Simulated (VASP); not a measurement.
Set up this calculation in VASP 6.6.1, as the native input.

```yaml
Task: single point
Functional: LDA
Potentials_or_basis: VASP PAW LDA potentials, release 64 (Ru_pv, C)
Cutoff: 520 eV
k_mesh: 12 × 12 × 1
Occupations: gaussian, width 0.1 eV
Spin: collinear spin
Starting_moments: "[0.0, 0.0, 0.0, 0.0, 0.0, 2.0] μB"
Dipole_correction: yes
Further_INCAR_settings: ALGO = Normal; EDIFF = 1e-06; NBANDS = 50
```

The structure of Ru5C lies in POSCAR:

```
Ru5C
1.0
    2.6740588505      0.0000000000      0.0000000000
   -1.3370294253      2.3158028958      0.0000000000
    0.0000000000      0.0000000000     25.3999246690
Ru C
5 1
Direct
    0.6666666667      0.3333333333      0.1574807820
    0.3333333333      0.6666666667      0.2406849853
    0.6666666667      0.3333333333      0.3240221034
    0.3333333333      0.6666666667      0.4078536871
    0.6666666667      0.3333333333      0.4881874585
    1.1666666667      0.3333333333      0.5405498185
```

One way to write it, as run:

INCAR

```
PREC = Accurate ; ENCUT = 520
EDIFF = 1E-6 ; ISMEAR = 0
SIGMA = 0.1 ; LREAL = False
LASPH = True ; NELM = 150
ALGO = Normal ; ISIF = 2
LWAVE = False ; LCHARG = False
ISPIN = 2 ; MAGMOM = 0 0 0 0 0 2
LORBIT = 11 ; LMAXMIX = 4
LDIPOL = True ; IDIPOL = 3
DIPOL = 0.5 0.5 0.360 ; NBANDS = 50
KPAR = 4
```

KPOINTS

```
Automatic mesh
0
Gamma
  12 12 1
```

Potentials or basis: VASP PAW LDA potentials, release 64 (Ru_pv, C).

Run with:

```sh
$ cat potpaw_LDA.64/Ru_pv/POTCAR potpaw_LDA.64/C/POTCAR > POTCAR
$ mpirun -np 4 vasp_std > vasp.out
```

It gave:

```
Largest force                                         : 2.699 eV/Å
Band gap on the k mesh                                : zero (filled and empty bands overlap)
Net moment                                            : 0.00 μB per cell
Valence electrons inside the program's atomic spheres : Ru 12.59, 12.73, 12.74, 12.81, 13.12; C 2.25
```

Wall time 16 min on 4 MPI ranks on Oxide Virtual Turin-like Processor (shared host), peak memory 0.53 GiB a rank.
